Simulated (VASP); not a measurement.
# CaO (Fm-3m) in VASP: a series of runs

CaO is run at these levels: r2SCAN; tasks: relaxation of cell and atoms.

Everything below comes from runs of VASP 6.6.1. Logs are shortened: lines on timing, memory, paths and dates and some standing lists are left out, and cuts for length are marked.

## 1. The cell of the first run

The structure is cubic, space group Fm-3m (No. 225). Conventional cell: a = 4.795 Å, b = 4.795 Å, c = 4.795 Å, α = 90.00°, β = 90.00°, γ = 90.00°. Ca (site symmetry m-3m) has 6 O at 2.40 Å within 3.2 Å. O (site symmetry m-3m) has 6 Ca at 2.40 Å within 3.2 Å.

## 2. Relaxation of cell and atoms, r2SCAN, target pressure 7 GPa, at which the enthalpy is minimised

File POSCAR:

```
CaO
1.0
    2.3974414048      2.3974414048      0.0000000000
   -2.3974414048      2.3974414048      0.0000000000
    0.0000000000      2.3974414048      2.3974414048
Ca O
1 1
Direct
    0.0000000000      0.0000000000      0.0000000000
    0.5000000000      0.5000000000      0.0000000000
```

File INCAR.step1:

```
PREC = Accurate
ENCUT = 600
ISMEAR = 0
SIGMA = 0.01
LREAL = F
LASPH = T
NELM = 100
GGA = PE
ALGO = Normal
EDIFF = 1E-4
LWAVE = T
LCHARG = F
```

File INCAR.step2:

```
PREC = Accurate
ENCUT = 600
EDIFF = 1E-6
ISMEAR = 0
SIGMA = 0.01
LREAL = F
LASPH = T
NELM = 100
ALGO = Normal
ISIF = 3
LWAVE = F
LCHARG = F
METAGGA = R2SCAN
LMIXTAU = T
IBRION = 2
NSW = 100
EDIFFG = -0.002
PSTRESS = 70.0
ISTART = 1
```

File KPOINTS:

```
regular mesh
0
Gamma
  8 8 8
```

Potentials or basis: VASP PAW PBE potentials, release 64 (Ca_sv, O).

Run with:

```
> cat potpaw_PBE.64/Ca_sv/POTCAR potpaw_PBE.64/O/POTCAR > POTCAR
> cp INCAR.step1 INCAR
> mpirun -np 1 vasp_std > vasp.out
> cp INCAR.step2 INCAR
> mpirun -np 1 vasp_std > vasp.out
```

OUTCAR:

```text
PREC = Accurate
   ENCUT = 600
   EDIFF = 1E-6
   ISMEAR = 0
   LREAL = F
   LASPH = T
   NELM = 100
   ISIF = 3
   METAGGA = R2SCAN
   IBRION = 2
   NSW = 100
   EDIFFG = -0.002
   PSTRESS = 70.0
   ISTART = 1

 ion  position               nearest neighbor table
   1  0.000  0.000  0.000-   2 2.40   2 2.40   2 2.40   2 2.40   2 2.40   2 2.40
   2  0.500  0.500  0.000-   1 2.40   1 2.40   1 2.40   1 2.40   1 2.40   1 2.40

  LATTYP: Found a face centered cubic cell.
 ALAT       =     4.7948828096

  Lattice vectors:

 A1 = (   0.0000000000,   2.3974414048,   2.3974414048)
 A2 = (   2.3974414048,   0.0000000000,   2.3974414048)
 A3 = (   2.3974414048,   2.3974414048,   0.0000000000)

Analysis of symmetry for initial positions (statically):
=====================================================================
 Subroutine PRICEL returns:
 Original cell was already a primitive cell.

 Routine SETGRP: Setting up the symmetry group for a
 face centered cubic supercell.

 Subroutine GETGRP returns: Found 48 space group operations
 (whereof 48 operations were pure point group operations)
 out of a pool of 48 trial point group operations.

The static configuration has the point symmetry O_h .

Analysis of symmetry for dynamics (positions and initial velocities):
=====================================================================
 Subroutine PRICEL returns:
 Original cell was already a primitive cell.

 Routine SETGRP: Setting up the symmetry group for a
 face centered cubic supercell.

 Subroutine GETGRP returns: Found 48 space group operations
 (whereof 48 operations were pure point group operations)
 out of a pool of 48 trial point group operations.

The dynamic configuration has the point symmetry O_h .

 Subroutine INISYM returns: Found 48 space group operations
 (whereof 48 operations are pure point group operations),
 and found     1 'primitive' translations

----------------------------------------------------------------------------------------

                                     Primitive cell

  volume of cell :      27.5597

  direct lattice vectors                    reciprocal lattice vectors
     2.397441405  2.397441405  0.000000000     0.208555671  0.208555671 -0.208555671
    -2.397441405  2.397441405  0.000000000    -0.208555671  0.208555671 -0.208555671
     0.000000000  2.397441405  2.397441405     0.000000000  0.000000000  0.417111341

[... 100 lines left out ...]
   IALGO  =     38    algorithm
   IMIX   =      4    mixing-type and parameters
     AMIX     =   0.40;   BMIX     =  1.00
     AMIX_MAG =   1.60;   BMIX_MAG =  1.00
  volume/ion in A,a.u.               =      13.78        92.99
  Fermi-wavevector in a.u.,A,eV,Ry     =   1.365705  2.580808 25.376900  1.865150
  Thomas-Fermi vector in A             =   2.491910
   LORBIT       =      0    0 simple, 1 ext, 2 COOP (PROOUT), +10 PAW based schemes
   METAGGA = R2SCAN    functional components
   LHFCALC =     F    Hartree Fock is set to
   AEXX    =    0.0000 exact exchange contribution
   IVDW    =     0    specifies the selected vdW correction
   LEPSILON=     F    determine dielectric tensor
   LRPA    =     F    only Hartree local field effects (RPA)
 conjugate gradient relaxation of ions
 non-spin polarized calculation
 Gauss-broadening in eV      SIGMA  =   0.01
  energy-cutoff  :      600.00
  volume of cell :       27.56
 maximum number of plane-waves:       941
   NGX = 13   NGY = 13   NGZ = 13

--------------------------------------- Ionic step        1  -------------------------------------------

 number of electron      15.9999997 magnetization

 Free energy of the ion-electron system (eV)
  ---------------------------------------------------
  ext. energy  EPLUGINS =         0.00000000
  ---------------------------------------------------
  free energy    TOTEN  =       -19.45668066 eV

  energy without entropy =      -19.45668066  energy(sigma->0) =      -19.45668066

------------------------ aborting loop because EDIFF is reached ----------------------------------------

  FORCE on cell =-STRESS in cart. coord.  units (eV):
  Direction    XX          YY          ZZ          XY          YZ          ZX
  --------------------------------------------------------------------------------------
  -------------------------------------------------------------------------------------
  Total        0.1696335      0.1696335      0.1696335      0.0000000      0.0000000     -0.0000000
  in kB        9.8616210      9.8616210      9.8616210      0.0000000      0.0000000     -0.0000000
  external PRESSURE =     -60.1383790 kB  Pullay stress =      70.0000000 kB
[... 63 lines left out ...]
--------------------------------------- Ionic step        3  -------------------------------------------

 number of electron      15.9999998 magnetization

 Free energy of the ion-electron system (eV)
  ---------------------------------------------------
  ext. energy  EPLUGINS =         0.00000000
  ---------------------------------------------------
  free energy    TOTEN  =       -19.42718153 eV

  energy without entropy =      -19.42718153  energy(sigma->0) =      -19.42718153

 E-fermi :   2.3916     XC(G=0): -11.3560

 val. band max:        2.3188579134   @ k =   0.0000   0.0000   0.0000
 cond. band min:       6.4876764320   @ k =   0.5000   0.5000   0.0000
 fundamental gap:      4.1688185186
 Fermi energy:         2.3916124432

 k-point     1 :       0.0000    0.0000    0.0000
  band No.  band energies     occupation
      1     -36.5187      2.00000
      2     -16.3690      2.00000
      3     -16.3690      2.00000
      4     -16.3690      2.00000
      5     -14.2572      2.00000
      6       2.3189      2.00000
      7       2.3189      2.00000
      8       2.3189      2.00000
      9       8.2071      0.00000
     10       9.3016      0.00000
     11       9.3016      0.00000
     12       9.3016      0.00000
[... 331 lines left out ...]
 k-point    24 :       0.5000    0.2500    0.1250
  band No.  band energies     occupation
      1     -36.3702      2.00000
      2     -17.5559      2.00000
      3     -16.6497      2.00000
      4     -16.5163      2.00000
      5     -13.0896      2.00000
      6       0.2113      2.00000
      7       1.1497      2.00000
      8       1.1891      2.00000
      9       9.9128      0.00000
     10      10.0048      0.00000
     11      12.0890      0.00000
     12      12.4086      0.00000

 [... further k-points ...]

------------------------ aborting loop because EDIFF is reached ----------------------------------------

  FORCE on cell =-STRESS in cart. coord.  units (eV):
  Direction    XX          YY          ZZ          XY          YZ          ZX
  --------------------------------------------------------------------------------------
  -------------------------------------------------------------------------------------
  Total        1.1499513      1.1499513      1.1499513      0.0000000     -0.0000000     -0.0000000
  in kB       69.9700154     69.9700154     69.9700154      0.0000000     -0.0000000     -0.0000000
  external PRESSURE =      -0.0299846 kB  Pullay stress =      70.0000000 kB
[... 21 lines left out ...]
  energy  without entropy=      -19.4271815269  energy(sigma->0) =      -19.42718153

  enthalpy is  TOTEN    =       -18.2767374470 eV   P V=        1.1504440799

 reached required accuracy - stopping structural energy minimisation
```

OUTCAR.step1:

```text
PREC = Accurate
   ENCUT = 600
   ISMEAR = 0
   LREAL = F
   LASPH = T
[... 580 lines left out ...]
 -----------------------------------------------------------------------------------
      0.00000      0.00000      0.00000        -0.000000     -0.000000      0.000000
      0.00000      2.39744      0.00000         0.000000      0.000000      0.000000
 -----------------------------------------------------------------------------------
    total drift:                               -0.000000      0.000000     -0.000000

  FREE ENERGIE OF THE ION-ELECTRON SYSTEM (eV)
  ---------------------------------------------------
  free  energy   TOTEN  =       -12.8000702342 eV

  energy  without entropy=      -12.8000702342  energy(sigma->0) =      -12.80007023
```

It took 68 s on 1 thread of Intel Xeon 6975P-C (Granite Rapids), shared host; peak memory 0.18 GiB.

What came out:

* Free energy: -19.4272 eV
* Relaxed volume: 13.17 Å³/atom
* Relaxed cell: a = 3.339 Å, b = 3.339 Å, c = 3.339 Å, α = 60.00°, β = 60.00°, γ = 90.00°
* Space group after relaxing (to 0.1 Å): Fm-3m (No. 225)
* Energy change on relaxing (the run minimises the enthalpy): +14.7 meV/atom
* Ionic steps: 3
* Pressure after relaxing: 7.0 GPa
* Band gap on the k mesh: 4.17 eV (least direct gap 4.53 eV)

The path:
| step | energy change (eV) | largest force (eV/Å) | pressure (GPa) | volume (Å³) |
| --- | --- | --- | --- | --- |
| 1 | 0.0000 | 0.0000 | 0.99 | 27.56 |
| 2 | 0.0750 | 0.0000 | 11.74 | 25.55 |
| 3 | 0.0295 | 0.0000 | 7.00 | 26.33 |

Final structure:
```
Ca O
1.0
     2.36129    2.36129    0.00000
    -2.36129    2.36129    0.00000
     0.00000    2.36129    2.36129
Ca O
1 1
Direct
  0.00000 0.00000 0.00000
  0.50000 0.50000 0.00000
```

Levels at points of the mesh, in eV from the valence-band top:
| k point | band 4 | band 5 | band 6 | band 7 | band 8 | band 9 | band 10 | band 11 | band 12 |
| --- | --- | --- | --- | --- | --- | --- | --- | --- | --- |
| (0.00, 0.00, 0.00) | -18.69 | -16.58 | 0.00 | 0.00 | 0.00 | 5.89 | 6.98 | 6.98 | 6.98 |
| (0.50, 0.00, 0.00) | -18.75 | -15.04 | -2.73 | -1.31 | -1.31 | 7.95 | 9.34 | 9.34 | 9.64 |
| (0.50, 0.50, 0.00) | -18.96 | -16.36 | -1.26 | -0.36 | -0.36 | 4.17 | 9.17 | 9.94 | 10.60 |

Caveat: the cell is relaxed towards a set pressure, so the run minimises the enthalpy, not the energy; the PAW data sets were made with another functional, which shifts forces and pressure a little. A k mesh can miss the band edges.

## 3. Relaxation of cell and atoms, r2SCAN, target pressure 10 GPa, at which the enthalpy is minimised

POSCAR is that of step 2.

File INCAR.step1:

```
SYSTEM = CaO
  PREC = Accurate
  ENCUT = 600
  ISMEAR = 0
  SIGMA = 0.01
  LREAL = .False.
  LASPH = .True.
  NELM = 80
  GGA = PE
  ALGO = Normal
  EDIFF = 1E-4
  LWAVE = .True.
  LCHARG = .False.
```

File INCAR.step2:

```
SYSTEM = CaO
  PREC = Accurate
  ENCUT = 600
  EDIFF = 1E-6
  ISMEAR = 0
  SIGMA = 0.01
  LREAL = .False.
  LASPH = .True.
  NELM = 80
  ALGO = Normal
  ISIF = 3
  LWAVE = .False.
  LCHARG = .False.
  METAGGA = R2SCAN
  LMIXTAU = .True.
  IBRION = 2
  NSW = 100
  EDIFFG = -0.002
  PSTRESS = 100.0
  ISTART = 1
```

File KPOINTS:

```
regular mesh
0
Gamma
  8 8 8
  0 0 0
```

Potentials or basis: VASP PAW PBE potentials, release 64 (Ca_sv, O).

Run with:

```
> cat potpaw_PBE.64/Ca_sv/POTCAR potpaw_PBE.64/O/POTCAR > POTCAR
> cp INCAR.step1 INCAR
> mpirun -np 1 vasp_std > vasp.out
> cp INCAR.step2 INCAR
> mpirun -np 1 vasp_std > vasp.out
```

Run time: 2.3 min. Hardware: 1 thread of Intel Xeon 6975P-C (Granite Rapids), shared host; peak memory 0.18 GiB.

Results (log left out):

```yaml
Free_energy: -19.4000 eV
Relaxed_volume: 12.91 Å³/atom
Relaxed_cell: a = 3.318 Å, b = 3.318 Å, c = 3.318 Å, α = 60.00°, β = 60.00°, γ = 90.00°
Space_group_after_relaxing_to_0.1_Å: Fm-3m (No. 225)
Energy_change_on_relaxing_the_run_minimises_the_enthalpy: +28.3 meV/atom
Ionic_steps: 7
Pressure_after_relaxing: 10.0 GPa
Band_gap_on_the_k_mesh: 4.16 eV (least direct gap 4.51 eV)
```

Step by step:
```csv
step,energy change (eV),largest force (eV/Å),pressure (GPa),volume (Å³)
1,0.0000,0.0000,0.99,27.56
2,0.1658,0.0000,18.65,24.58
3,0.0562,0.0000,9.97,25.82
4,0.0584,0.0000,10.16,25.79
5,0.0557,0.0000,9.91,25.83
6,0.0564,0.0000,9.97,25.82
7,0.0567,0.0000,10.01,25.82
```

Final structure:
```yaml
crystal:
  lattice:
    - [2.34583, 2.34583, 0.00000]
    - [-2.34583, 2.34583, 0.00000]
    - [0.00000, 2.34583, 2.34583]
  atoms:
    - { symbol: Ca, position: [0.00000, 0.00000, 0.00000] }
    - { symbol: O, position: [0.50000, 0.50000, 0.00000] }
```

Levels at points of the mesh, in eV from the valence-band top:
| k point | band 5 | band 6 | band 7 | band 8 | band 9 | band 10 | band 11 | band 12 |
| --- | --- | --- | --- | --- | --- | --- | --- | --- |
| (0.00, 0.00, 0.00) | -16.61 | 0.00 | 0.00 | 0.00 | 6.07 | 7.03 | 7.03 | 7.03 |
| (0.50, 0.00, 0.00) | -14.97 | -2.78 | -1.35 | -1.35 | 8.05 | 9.45 | 9.45 | 9.81 |
| (0.50, 0.50, 0.00) | -16.41 | -1.24 | -0.35 | -0.35 | 4.16 | 9.32 | 10.05 | 10.74 |

Caveat: the cell is relaxed towards a set pressure, so the run minimises the enthalpy, not the energy; the PAW data sets were made with another functional, which shifts forces and pressure a little. A k mesh can miss the band edges.

## 4. Relaxation of cell and atoms, r2SCAN, target pressure 15 GPa, at which the enthalpy is minimised

POSCAR is that of step 3.

File INCAR.step1:

```
ALGO = Normal
EDIFF = 1E-4
ENCUT = 600
GGA = PE
ISMEAR = 0
LASPH = T
LCHARG = F
LREAL = F
LWAVE = T
NELM = 60
PREC = Accurate
SIGMA = 0.01
```

File INCAR.step2:

```
ALGO = Normal
EDIFF = 1E-6
EDIFFG = -0.002
ENCUT = 600
IBRION = 2
ISIF = 3
ISMEAR = 0
ISTART = 1
LASPH = T
LCHARG = F
LMIXTAU = T
LREAL = F
LWAVE = F
METAGGA = R2SCAN
NELM = 60
NSW = 100
PREC = Accurate
PSTRESS = 150.0
SIGMA = 0.01
```

File KPOINTS:

```
k-points
0
Gamma
  8 8 8
```

Run with:

```
> cat potpaw_PBE.64/Ca_sv/POTCAR potpaw_PBE.64/O/POTCAR > POTCAR
> cp INCAR.step1 INCAR
> mpirun -np 1 vasp_std > vasp.out
> cp INCAR.step2 INCAR
> mpirun -np 1 vasp_std > vasp.out
```

Run time: 2.2 min. Hardware: 1 thread of Intel Xeon 6975P-C (Granite Rapids), shared host; peak memory 0.18 GiB.

It converged, with:

```yaml
Free_energy: -19.3415 eV
Relaxed_volume: 12.53 Å³/atom
Relaxed_cell: a = 3.285 Å, b = 3.285 Å, c = 3.285 Å, α = 60.00°, β = 60.00°, γ = 90.00°
Space_group_after_relaxing_to_0.1_Å: Fm-3m (No. 225)
Energy_change_on_relaxing_the_run_minimises_the_enthalpy: +57.6 meV/atom
Ionic_steps: 7
Pressure_after_relaxing: 15.0 GPa
Band_gap_on_the_k_mesh: 4.14 eV (least direct gap 4.47 eV)
```

The path:
```csv
step,energy change (eV),largest force (eV/Å),pressure (GPa),volume (Å³)
1,0.0000,0.0000,0.99,27.56
2,0.4126,0.0000,33.00,23.03
3,0.1125,0.0000,14.80,25.09
4,0.1169,0.0000,15.11,25.05
5,0.1142,0.0000,14.93,25.08
6,0.1147,0.0000,14.97,25.07
7,0.1151,0.0000,15.00,25.07
```

Final structure:
```
CELL_PARAMETERS angstrom
2.32281 2.32281 0.00000
-2.32281 2.32281 0.00000
0.00000 2.32281 2.32281
ATOMIC_POSITIONS crystal
Ca 0.00000 0.00000 0.00000
O 0.50000 0.50000 0.00000
```

Levels at points of the mesh, in eV from the valence-band top:
| k point | band 4 | band 5 | band 6 | band 7 | band 8 | band 9 | band 10 | band 11 | band 12 |
| --- | --- | --- | --- | --- | --- | --- | --- | --- | --- |
| (0.00, 0.00, 0.00) | -18.45 | -16.67 | 0.00 | 0.00 | 0.00 | 6.34 | 7.09 | 7.09 | 7.09 |
| (0.50, 0.00, 0.00) | -18.51 | -14.86 | -2.86 | -1.42 | -1.42 | 8.19 | 9.62 | 9.62 | 10.06 |
| (0.50, 0.50, 0.00) | -18.77 | -16.48 | -1.22 | -0.34 | -0.34 | 4.14 | 9.56 | 10.22 | 10.95 |

Caveat: the cell is relaxed towards a set pressure, so the run minimises the enthalpy, not the energy; the PAW data sets were made with another functional, which shifts forces and pressure a little. A k mesh can miss the band edges.

## 5. The runs side by side

| cell | gap on the mesh (eV) | pressure (GPa) |
| --- | --- | --- |
| relaxed to 7 GPa | 4.17 | 7.0 |
| relaxed to 10 GPa | 4.16 | 10.0 |
| relaxed to 15 GPa | 4.14 | 15.0 |

Alike in all rows: task relaxation of cell and atoms; level r2SCAN; potentials or basis VASP PAW PBE potentials, release 64 (Ca_sv, O); no spin polarisation; k mesh 8 × 8 × 8; cutoff (eV) 600; smearing gaussian 0.01 eV.

Caveats: the cell is relaxed towards a set pressure, so the run minimises the enthalpy, not the energy; the PAW data sets were made with another functional, which shifts forces and pressure a little.

Total energies depend on the potentials used, so only differences within one code and one set of settings carry meaning.
